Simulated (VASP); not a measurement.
Mg3Sb2, 5 atoms in the cell. The structure is trigonal, space group P-3m1 (No. 164). The conventional cell has a = 4.509 Å, b = 4.509 Å, c = 7.137 Å, α = 90.00°, β = 90.00°, γ = 120.00°. Within 3.7 Å of Sb (site symmetry 3m) lie 7 Mg at 2.79 to 3.07 Å. Mg (site symmetry -3m) has 6 Sb at 3.07 Å and 6 Mg at 3.69 Å within 4.0 Å. Mg (site symmetry 3m) has 4 Sb at 2.79 to 2.90 Å and 6 Mg at 3.23 to 3.69 Å within 3.7 Å. 

| Quantity | Value |
| --- | --- |
| Program | VASP 6.6.1 |
| Task | relaxation of shape and atoms at fixed volume |
| Functional | r2SCAN |
| Potentials or basis | VASP PAW PBE potentials, release 64 (Sb, Mg) |
| Cutoff | 660 eV |
| k mesh | 6 × 6 × 4 |
| Occupations | gaussian, width 0.05 eV |
| Spin | no spin polarisation |
| Dipole correction | no |
| Further INCAR settings | ALGO = Normal; EDIFF = 1e-07; IBRION = 2; EDIFFG = -0.01; NSW = 60; ISIF = 4 |

Potentials or basis: VASP PAW PBE potentials, release 64 (Sb, Mg).

Run with:

```bash
$ cat potpaw_PBE.64/Sb/POTCAR potpaw_PBE.64/Mg/POTCAR > POTCAR
$ cp INCAR.step1 INCAR
$ mpirun -np 1 vasp_std > vasp.out
$ cp INCAR.step2 INCAR
$ mpirun -np 1 vasp_std > vasp.out
```

Hardware: 1 thread of Intel(R) Xeon(R) 6975P-C (Granite Rapids) (shared host).

Question: How long does it take, and how much memory?

Answer: It took 5 min on 1 thread of Intel(R) Xeon(R) 6975P-C (Granite Rapids), on a shared host, peak memory 0.35 GiB. Counts: k points 24, ion steps 3.
